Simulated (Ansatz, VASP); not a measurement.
**Two plane-wave programs on Os2I**

```
Os I
1.0
     5.63892    0.00000    0.00000
     0.00000    5.63892    0.00000
     0.00000    0.00000    5.63892
Os I
4 2
Direct
  0.25000 0.25000 0.25000
  0.25000 0.75000 0.75000
  0.75000 0.75000 0.25000
  0.75000 0.25000 0.75000
  0.00000 0.00000 0.00000
  0.50000 0.50000 0.50000
```

Alike in both runs: functional PBE; k mesh 4 × 4 × 4; occupations gaussian, width 0.1 eV; no spin polarisation.

Ansatz relaxed the structure, and its values are those at the end. VASP's run is a single point on that final structure, the one shown.

|  | VASP | Ansatz |
| --- | --- | --- |
| version | VASP 6.6.1 | Ansatz 0.2.0 |
| potentials or method | VASP PAW PBE potentials, release 64 (Os, I), cutoff 520 eV | scalar-relativistic, plane waves, PAW |
| valence electrons in the cell | 46 | 98 |

|  | VASP | Ansatz | Ansatz less VASP |
| --- | --- | --- | --- |
| gap on the k mesh at the Fermi level (eV) | none | none | - |
| pressure (GPa) | 0.0 | -0.1 | -0.04 |

A gap of «none» marks a metal or a gap that the smearing closes. VASP's potentials hold 46 valence electrons a cell and Ansatz's 98, so a difference there can come from the potentials and not from the codes.

Spin-orbit coupling is off throughout.
